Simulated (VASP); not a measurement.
# TiCo2: single point with r2SCAN

TiCo2:

```
CELL_PARAMETERS angstrom
0.00000 3.34369 3.34369
3.34369 0.00000 3.34369
3.34369 3.34369 0.00000
ATOMIC_POSITIONS crystal
Ti 0.50000 0.50000 0.50000
Ti 0.75000 0.75000 0.75000
Co 0.12500 0.12500 0.12500
Co 0.62500 0.12500 0.12500
Co 0.12500 0.12500 0.62500
Co 0.12500 0.62500 0.12500
```

```
Program                : VASP 6.6.1
Task                   : single point
Functional             : r2SCAN
Potentials or basis    : VASP PAW PBE potentials, release 64 (Ti_sv, Co)
Cutoff                 : 520 eV
k mesh                 : 10 × 10 × 10
Occupations            : gaussian, width 0.1 eV
Spin                   : collinear spin, ferrimagnetic start
Starting moments       : [-0.75, -0.75, 1.7, 1.7, 1.7, 1.7] μB
Dipole correction      : no
Further INCAR settings : ALGO = Normal; EDIFF = 1e-06; NBANDS = 43
```

The pressure is 0.0 GPa and the net moment is 4.06 μB per cell. The site moments are Ti -0.64; Co +1.48 μB and the valence electrons inside the program's atomic spheres are Ti 10.16; Co 8.42.

Levels at points of the mesh, in eV from the Fermi level:
Spin up:
```
           k point  band 28  band 29  band 30  band 31  band 32  band 33  band 34  band 35  band 36  band 37
(0.00, 0.00, 0.00)    -1.31    -0.78    -0.78    -0.78    -0.69    -0.69    -0.69     0.89     0.89     0.89
(0.50, 0.00, 0.00)    -2.00    -2.00    -0.78     0.19     0.19     0.50     0.50     0.54     0.54     0.73
(0.50, 0.50, 0.00)    -2.36    -1.95    -1.95    -0.70    -0.70     0.78     0.78     1.13     1.13     1.37
```
Spin down:
| k point | band 24 | band 25 | band 26 | band 27 | band 28 | band 29 | band 30 | band 31 | band 32 | band 33 |
| --- | --- | --- | --- | --- | --- | --- | --- | --- | --- | --- |
| (0.00, 0.00, 0.00) | -0.67 | -0.67 | -0.67 | 0.06 | 0.06 | 0.06 | 0.24 | 0.24 | 0.76 | 0.92 |
| (0.50, 0.00, 0.00) | -1.70 | -0.40 | -0.40 | -0.05 | -0.05 | 0.00 | 0.35 | 0.35 | 0.45 | 0.61 |
| (0.50, 0.50, 0.00) | -1.98 | -1.64 | -1.64 | -0.25 | -0.25 | 0.17 | 0.17 | 0.40 | 0.40 | 0.95 |

It took 70 min on 1 thread of Oxide Virtual Turin-like Processor, with other jobs on the host, peak memory 0.37 GiB.

Caveat: the PAW data sets were made with another functional, which shifts forces and pressure a little.
